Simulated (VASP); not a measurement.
# B17N18 (a cell with a defect) in VASP: single point with PBE

Aim: the single point of B17N18 (a cell with a defect) with PBE.

Everything below comes from runs of VASP 6.6.1. Logs are shortened: lines on timing, memory, paths and dates and some standing lists are left out, and cuts for length are marked.

## Step 1: The cell of the first run

The cell holds a defect, 35 atoms: a = 7.537 Å, b = 7.537 Å, c = 8.343 Å, α = 90.00°, β = 90.00°, γ = 120.00°.

## Step 2: Single point, PBE, collinear spin (atoms taken out, then relaxed in part)

The input, INCAR:

```
SYSTEM = B17N18
PREC = Accurate
ENCUT = 520
EDIFF = 1E-6
ISMEAR = 0
SIGMA = 0.01
LREAL = Auto
LASPH = .TRUE.
NELM = 150
ALGO = Fast
ISIF = 2
LWAVE = .FALSE.
LCHARG = .TRUE.
ISPIN = 2
MAGMOM = 0 0 0 0 0 0 0 0 0 0 0 0 0 0 0 0 0 0 0 0 0 0 0 0 0 0 0.667 0.667 0 0 0 0 0.667 0 0
LORBIT = 11
GGA = PE
LVHAR = .TRUE.
NELECT = 142.0
NBANDS = 98
KPAR = 2
NCORE = 2
```

The input, KPOINTS:

```
Automatic mesh
0
G
  2 2 2
  0 0 0
```

The input, POSCAR:

```
B17N18
1.0
    3.7682717313     -6.5268380953      0.0000000000
   -7.5365434625      0.0000000000      0.0000000000
    0.0000000000      0.0000000000     -8.3431560662
B N
17 18
Direct
    0.1141915489      0.5552334419      0.7491653697
    0.7743658842      0.5552433916      0.7491552189
    0.4427208842      0.2225171155      0.7492112937
    0.1130966418      0.2225473013      0.7492194026
    0.7770649485      0.2208307044      0.7492285748
    0.4433763660      0.8847876428      0.7492338676
    0.1101612735      0.8870478225      0.7492105459
    0.7746990605      0.8848014318      0.7492378160
    0.5556183521      0.4447794045      0.2498872072
    0.2227012251      0.4447795211      0.2498868648
    0.8891230508      0.4447055897      0.2498851174
    0.5556933312      0.1112742518      0.2498782989
    0.2224925233      0.1114450703      0.2498768471
    0.8891210664      0.1112744506      0.2498782750
    0.5556227037      0.7777055696      0.2498855165
    0.2224971818      0.7779115001      0.2498771146
    0.8889544737      0.7779115398      0.2498776079
    0.4446470393      0.5557539582      0.2498777618
    0.1113098678      0.5557610566      0.2498755545
    0.7779914561      0.5557610300      0.2498764154
    0.4446394366      0.2224085336      0.2498686160
    0.1113092144      0.2224086537      0.2498681694
    0.7779805630      0.2224210148      0.2498658350
    0.4446392302      0.8890926558      0.2498699795
    0.1113139228      0.8890875621      0.2498608066
    0.7779936307      0.8890927351      0.2498708098
    0.5605772673      0.4359919053      0.7490732116
    0.2088054634      0.4360435681      0.7491096835
    0.8877996650      0.4422759531      0.7491598658
    0.5556229596      0.1102002214      0.7492502224
    0.2205269380      0.1077661710      0.7492724870
    0.8878960001      0.1102086490      0.7492564262
    0.5614535136      0.7896311268      0.7492199830
    0.2209797935      0.7770537503      0.7491965794
    0.8893478174      0.7770533489      0.7491936722
```

Potentials or basis: VASP PAW PBE potentials, release 64 (B, N).

On the command line:

```
$ cat potpaw_PBE.64/B/POTCAR potpaw_PBE.64/N/POTCAR > POTCAR
$ mpirun -np 4 vasp_std > vasp.out
```

OUTCAR:

```text
SYSTEM = B17N18
   PREC = Accurate
   ENCUT = 520
   EDIFF = 1E-6
   ISMEAR = 0
   LREAL = Auto
   LASPH = .TRUE.
   NELM = 150
   ISIF = 2
   ISPIN = 2
   LORBIT = 11
   GGA = PE
   NELECT = 142.0

 ion  position               nearest neighbor table
   1  0.114  0.555  0.749-  28 1.40  34 1.45  29 1.48
   2  0.774  0.555  0.749-  27 1.40  35 1.45  29 1.48
   3  0.443  0.223  0.749-  27 1.40  31 1.45  30 1.47
   4  0.113  0.223  0.749-  28 1.40  31 1.45  32 1.47
   5  0.777  0.221  0.749-  30 1.45  29 1.45  32 1.45
   6  0.443  0.885  0.749-  33 1.39  34 1.45  30 1.47
[... 18 lines left out ...]
  25  0.111  0.889  0.250-  13 1.45  16 1.45  17 1.45
  26  0.778  0.889  0.250-  17 1.45  14 1.45  15 1.45
  27  0.561  0.436  0.749-   3 1.40   2 1.40
  28  0.209  0.436  0.749-   4 1.40   1 1.40
  29  0.888  0.442  0.749-   5 1.45   1 1.48   2 1.48
  30  0.556  0.110  0.749-   5 1.45   3 1.47   6 1.47
  31  0.221  0.108  0.749-   7 1.44   3 1.45   4 1.45
  32  0.888  0.110  0.749-   5 1.45   4 1.47   8 1.47
  33  0.561  0.790  0.749-   6 1.39   8 1.39
  34  0.221  0.777  0.749-   7 1.44   1 1.45   6 1.45
  35  0.889  0.777  0.749-   7 1.44   2 1.45   8 1.45

  LATTYP: Found a hexagonal cell.
 ALAT       =     7.5365434626
 C/A-ratio  =     1.1070268629

  Lattice vectors:

 A1 = (   3.7682717313,  -6.5268380953,   0.0000000000)
 A2 = (  -7.5365434625,   0.0000000000,   0.0000000000)
 A3 = (   0.0000000000,   0.0000000000,  -8.3431560662)

Analysis of symmetry for initial positions (statically):
=====================================================================
 Subroutine PRICEL returns:
 Original cell was already a primitive cell.

 Routine SETGRP: Setting up the symmetry group for a
 hexagonal supercell.

 Subroutine GETGRP returns: Found  1 space group operations
 (whereof  1 operations were pure point group operations)
 out of a pool of 24 trial point group operations.

The static configuration has the point symmetry C_1 .

Analysis of symmetry for dynamics (positions and initial velocities):
=====================================================================
 Subroutine PRICEL returns:
 Original cell was already a primitive cell.

 Routine SETGRP: Setting up the symmetry group for a
 hexagonal supercell.

 Subroutine GETGRP returns: Found  1 space group operations
 (whereof  1 operations were pure point group operations)
 out of a pool of 24 trial point group operations.

The dynamic configuration has the point symmetry C_1 .

Analysis of structural, dynamic, and magnetic symmetry:
=====================================================================
 Subroutine PRICEL returns:
 Original cell was already a primitive cell.

 Routine SETGRP: Setting up the symmetry group for a
 hexagonal supercell.

 Subroutine GETGRP returns: Found  1 space group operations
 (whereof  1 operations were pure point group operations)
 out of a pool of 24 trial point group operations.

The overall configuration has the point symmetry C_1 .

 Subroutine INISYM returns: Found  1 space group operations
 (whereof  1 operations are pure point group operations),
 and found     1 'primitive' translations

----------------------------------------------------------------------------------------

                                     Primitive cell

  volume of cell :     410.3982

  direct lattice vectors                    reciprocal lattice vectors
     3.768271731 -6.526838095  0.000000000     0.000000000 -0.153213545  0.000000000
    -7.536543463  0.000000000  0.000000000    -0.132686822 -0.076606772  0.000000000
     0.000000000  0.000000000 -8.343156066     0.000000000  0.000000000 -0.119858719

  length of vectors
     7.536543463  7.536543463  8.343156066     0.153213545  0.153213545  0.119858719

  position of ions in fractional coordinates (direct lattice)
     0.114191549  0.555233442  0.749165370
     0.774365884  0.555243392  0.749155219
     0.442720884  0.222517115  0.749211294
     0.113096642  0.222547301  0.749219403
     0.777064948  0.220830704  0.749228575
     0.443376366  0.884787643  0.749233868
[... 27 lines left out ...]
     0.220979793  0.777053750  0.749196579
     0.889347817  0.777053349  0.749193672
[... 62 lines left out ...]

 Found      8 irreducible k-points:

 Following reciprocal coordinates:
            Coordinates               Weight
  0.000000  0.000000  0.000000      1.000000
  0.500000  0.000000  0.000000      1.000000
  0.000000  0.500000  0.000000      1.000000
  0.500000  0.500000  0.000000      1.000000
  0.000000  0.000000  0.500000      1.000000
  0.500000  0.000000  0.500000      1.000000
  0.000000  0.500000  0.500000      1.000000
  0.500000  0.500000  0.500000      1.000000
   k-points           NKPTS =      8   k-points in BZ     NKDIM =      8   number of bands    NBANDS=     98
   number of dos      NEDOS =    301   number of ions     NIONS =     35
   total plane-waves  NPLWV = 200704
   dimension x,y,z NGX =    56 NGY =   56 NGZ =   64
   dimension x,y,z NGXF=   112 NGYF=  112 NGZF=  128
   ions per type =              17  18
   NGX,Y,Z   is equivalent  to a cutoff of  12.35, 12.35, 12.75 a.u.
   NGXF,Y,Z  is equivalent  to a cutoff of  24.71, 24.71, 25.51 a.u.
 SYSTEM =  B17N18
   PREC   = accura    normal or accurate (medium, high low for compatibility)
   ISTART =      0    job   : 0-new  1-cont  2-samecut
   ICHARG =      2    charge: 1-file 2-atom 10-const
   ISPIN  =      2    spin polarized calculation?
   LNONCOLLINEAR =      F non collinear calculations
   LSORBIT =      F    spin-orbit coupling
   LASPH  =      T    aspherical Exc in radial PAW
   ENCUT  =  520.0 eV  38.22 Ry    6.18 a.u.  14.01 14.01 15.51*2*pi/ulx,y,z
   NELM   =    150;   NELMIN=  2; NELMDL= -5     # of ELM steps
   EDIFF  = 0.1E-05   stopping-criterion for ELM
   LREAL  =      T    real-space projection
   EDIFFG = 0.1E-04   stopping-criterion for IOM
   NSW    =      0    number of steps for IOM
   IBRION =     -1    ionic relax: 0-MD 1-quasi-New 2-CG
   NFREE  =      0    steps in history (QN), initial steepest desc. (CG)
   ISIF   =      2    stress and relaxation
   ISYM   =      2    0-nonsym 1-usesym 2-fastsym
   POTIM  = 0.5000    time-step for ionic-motion
   TEBEG  =    0.0;   TEEND  =   0.0 temperature during run
   PSTRESS=    0.0 pullay stress
   NELECT =     142.0000    total number of electrons
   NUPDOWN=      -1.0000    fix difference up-down
   EMIN   =  10.00;   EMAX   =-10.00  energy-range for DOS
   EFERMI =   0.00;   METHOD = LEGACY
   ISMEAR =     0;   SIGMA  =   0.01  broadening in eV -4-tet -1-fermi 0-gaus
   EFERMI_NEDOS =   21; number of points for ismear=-14 and -15
   IALGO  =     68    algorithm
   IMIX   =      4    mixing-type and parameters
     AMIX     =   0.40;   BMIX     =  1.00
     AMIX_MAG =   1.60;   BMIX_MAG =  1.00
  volume/ion in A,a.u.               =      11.73        79.13
  Fermi-wavevector in a.u.,A,eV,Ry     =   1.149306  2.171874 17.972005  1.320905
  Thomas-Fermi vector in A             =   2.285977
   LORBIT       =     11    0 simple, 1 ext, 2 COOP (PROOUT), +10 PAW based schemes
   GGA     = PE    functional components
   LHFCALC =     F    Hartree Fock is set to
   AEXX    =    0.0000 exact exchange contribution
   IVDW    =     0    specifies the selected vdW correction
   LEPSILON=     F    determine dielectric tensor
   LRPA    =     F    only Hartree local field effects (RPA)
 spin polarized calculation
 RMM-DIIS sequential band-by-band and
 Gauss-broadening in eV      SIGMA  =   0.01
  energy-cutoff  :      520.00
  volume of cell :      410.40
 maximum number of plane-waves:     11082
   NGX = 29   NGY = 29   NGZ = 31

 number of electron     141.9999986 magnetization       2.0000000

 Free energy of the ion-electron system (eV)
  ---------------------------------------------------
  ext. energy  EPLUGINS =         0.00000000
  ---------------------------------------------------
  free energy    TOTEN  =      -299.30415971 eV

  energy without entropy =     -299.30415971  energy(sigma->0) =     -299.30415971

 E-fermi :   1.5835     XC(G=0):  -8.5310

 val. band max:        1.5367496111   @ k =   0.0000   0.0000   0.5000
 cond. band min:       2.1139277224   @ k =   0.0000   0.5000   0.0000
 fundamental gap:      0.5771781113
 Fermi energy:         1.5835459043

 spin component 1

 k-point     1 :       0.0000    0.0000    0.0000
  band No.  band energies     occupation
      1     -17.9885      1.00000
      2     -16.3850      1.00000
      3     -16.0761      1.00000
      4     -16.0652      1.00000
      5     -16.0643      1.00000
      6     -16.0591      1.00000
[... 677 lines left out ...]
     82       6.6670      0.00000
     83       6.7685      0.00000
 Fermi energy:         1.5835459043

 spin component 2

 k-point     1 :       0.0000    0.0000    0.0000
  band No.  band energies     occupation
      1     -17.9886      1.00000
      2     -16.2616      1.00000
      3     -16.0761      1.00000
      4     -16.0653      1.00000
      5     -16.0644      1.00000
      6     -16.0592      1.00000
[... 677 lines left out ...]
     82       6.6931      0.00000
     83       6.7996      0.00000
 [bands above 83 left out]

------------------------ aborting loop because EDIFF is reached ----------------------------------------

  FORCE on cell =-STRESS in cart. coord.  units (eV):
  Direction    XX          YY          ZZ          XY          YZ          ZX
  --------------------------------------------------------------------------------------
  -------------------------------------------------------------------------------------
  Total       10.2845323      9.9798615      4.9003231      0.2593207     -0.0021098      0.0008189
  in kB       40.1503850     38.9609628     19.1306570      1.0123772     -0.0082364      0.0031971
  external PRESSURE =      32.7473349 kB  Pullay stress =       0.0000000 kB

 VOLUME and BASIS-vectors are now :
 -----------------------------------------------------------------------------
  energy-cutoff  :      520.00
  volume of cell :      410.40
      direct lattice vectors                 reciprocal lattice vectors
     3.768271731 -6.526838095  0.000000000     0.000000000 -0.153213545  0.000000000
    -7.536543463  0.000000000  0.000000000    -0.132686822 -0.076606772  0.000000000
     0.000000000  0.000000000 -8.343156066     0.000000000  0.000000000 -0.119858719

 POSITION                                       TOTAL-FORCE (eV/Angst)
 -----------------------------------------------------------------------------------
     -3.75424     -0.74531     -6.25040        -0.039745      0.511823      0.000338
     -1.26659     -5.05416     -6.25032         0.426245     -0.287238      0.000697
     -0.00872     -2.88957     -6.25079         0.335427     -0.022348     -0.000143
     -1.25106     -0.73816     -6.25085         0.151231      0.295358     -0.000070
      1.26389     -5.07178     -6.25093        -0.057016     -0.034412      0.001024
     -4.99748     -2.89385     -6.25098        -0.419920      0.040784      0.001129
[... 27 lines left out ...]
     -5.02359     -1.44230     -6.25066         0.079051     -0.089521      0.000610
     -2.50499     -5.80463     -6.25064        -0.037146      0.110345     -0.000118
 -----------------------------------------------------------------------------------
    total drift:                               -0.001357      0.003715      0.002064

  FREE ENERGIE OF THE ION-ELECTRON SYSTEM (eV)
  ---------------------------------------------------
  free  energy   TOTEN  =      -299.3041597094 eV

  energy  without entropy=     -299.3041597094  energy(sigma->0) =     -299.30415971

 total charge

# of ion       s       p       d       tot
------------------------------------------
    1        0.748   1.451   0.000   2.199
    2        0.748   1.451   0.000   2.199
    3        0.750   1.458   0.000   2.208
    4        0.750   1.458   0.000   2.208
    5        0.746   1.447   0.000   2.193
    6        0.750   1.458   0.000   2.208
[... 27 lines left out ...]
   34        1.226   2.797   0.000   4.023
   35        1.226   2.797   0.000   4.023
--------------------------------------------------
tot         34.776  74.050   0.000 108.825

 magnetization (x)

# of ion       s       p       d       tot
------------------------------------------
    1        0.001   0.004   0.000   0.005
    2        0.001   0.004   0.000   0.005
    3        0.001   0.004   0.000   0.005
    4        0.001   0.004   0.000   0.005
    5       -0.001  -0.006   0.000  -0.007
    6        0.001   0.004   0.000   0.005
[... 27 lines left out ...]
   34        0.001   0.012   0.000   0.013
   35        0.001   0.012   0.000   0.013
--------------------------------------------------
tot          0.147   1.425   0.000   1.572
```

Run time: 9.3 min. Hardware: 4 MPI ranks of Oxide Virtual Turin-like, shared host; peak memory 0.49 GiB.

Results:

```yaml
Free_energy: -299.3042 eV
Largest_force: 0.514 eV/Å
Net_moment: 2.00 μB per cell
Site_moments: B +0.01, -0.01, -0.00, +0.00 (each value once); N -0.00, +0.45, +0.06, +0.01, +0.44 (each value once) μB
Valence_electrons_inside_the_program's_atomic_spheres: B 2.20, 2.21, 2.19, 2.16 (each value once); N 4.02, 3.86, 3.98, 3.99, 3.87 (each value once)
```

Forces on the atoms (eV/Å):
```
B   -0.040  0.512  0.000
B    0.426 -0.287  0.001
B    0.335 -0.022  0.000
B    0.151  0.295  0.000
B   -0.057 -0.034  0.001
B   -0.420  0.041  0.001
B   -0.021 -0.012 -0.002
B   -0.171 -0.382  0.000
B    0.007 -0.005  0.000
B    0.000  0.010  0.000
B    0.002  0.001  0.000
B   -0.002 -0.004  0.000
B    0.001  0.004  0.001
B   -0.003 -0.002  0.000
B   -0.005 -0.002  0.000
B   -0.002  0.005  0.000
B    0.001 -0.006  0.000
N   -0.001 -0.001  0.001
N    0.001 -0.003  0.000
N   -0.002  0.003  0.000
N   -0.002 -0.001  0.000
N   -0.002 -0.002  0.000
N    0.001  0.001 -0.001
N    0.004 -0.002  0.000
N    0.001 -0.001 -0.001
N    0.001  0.005  0.000
N   -0.387  0.073 -0.001
N   -0.129 -0.365  0.000
N   -0.370 -0.212 -0.002
N    0.057  0.311  0.000
N   -0.088 -0.050  0.002
N    0.293 -0.102  0.000
N    0.378  0.215 -0.001
N    0.079 -0.090  0.001
N   -0.037  0.110  0.000
```

Caveat: the k points lie up to 0.48 Å⁻¹ apart; the cell carries a net charge on a neutralising background, which shifts energy and pressure; the cell differs from its parent crystal (atoms taken out, then relaxed in part); the cell is charged against a uniform background, so pressure and absolute levels hang on convention.
